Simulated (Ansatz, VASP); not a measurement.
**One calculation of W, two programs**

```
W
1.0
    -1.62346    1.62346    1.62346
     1.62346   -1.62346    1.62346
     1.62346    1.62346   -1.62346
W
1
Direct
  0.00000 0.00000 0.00000
```

Alike in both runs: task single point; functional PBE; k mesh 13 × 13 × 13; occupations fermi-dirac, width 0.15 eV; no spin polarisation.

|  | VASP | Ansatz |
| --- | --- | --- |
| version | VASP 6.6.1 | Ansatz 0.2.0 |
| potentials or method | VASP PAW PBE potentials, release 64 (W_sv), cutoff 520 eV | plane waves, PAW |
| valence electrons in the cell | 14 | 14 |

```tsv
	VASP	Ansatz	Ansatz less VASP
pressure (GPa)	-15.6	-15.9	-0.32
```

Spin-orbit coupling is off throughout.
